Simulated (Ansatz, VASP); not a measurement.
## AlH7 in VASP and in Ansatz

```
Al H
1.0
     4.68388    0.06757    0.00755
     0.81199    7.95786   -0.05222
     0.75456    3.89454    7.03424
Al H
2 14
Cartesian
  5.2828 7.6124 0.1947
  2.9410 7.5762 0.1885
  3.6549 7.6339 4.5139
  3.2546 7.1415 4.9150
  1.2970 9.5273 3.8565
  5.4779 9.7672 3.3336
  0.9119 4.6833 3.7372
  1.3156 5.1819 3.3461
  3.3265 3.6417 0.9585
  2.7835 3.3500 1.3875
  2.5336 10.8626 6.0419
  0.9395 0.9211 0.3163
  4.0456 4.2581 6.1755
  1.7792 6.8352 1.2903
  4.1009 8.1838 1.3726
  4.1320 6.2763 0.1119
```

Change from the starting cell: the structure that the rattled cell fell into.

Alike in both runs: functional PBE; k mesh 6 × 4 × 4; occupations gaussian, width 0.02 eV; no spin polarisation.

Ansatz relaxed the structure, and its values are those at the end. VASP's run is a single point on that final structure, the one shown.

```csv
,VASP,Ansatz
version,VASP 6.6.1,Ansatz 0.2.0
potentials or method,"VASP PAW PBE potentials, release 64 (Al, H), cutoff 520 eV","scalar-relativistic, plane waves, PAW"
valence electrons in the cell,20,20
```

Ansatz gave:

- gap on the k mesh at the Fermi level (eV): 2.57
- least direct gap on the mesh (eV): 2.57
- pressure (GPa): 0.0
- rms of the force components (eV/Å): 0.002

Problem. Which values does VASP return?

Solution. gap on the k mesh at the Fermi level (eV): 2.56; least direct gap on the mesh (eV): 2.56; pressure (GPa): -0.1; rms of the force components (eV/Å): 0.005.
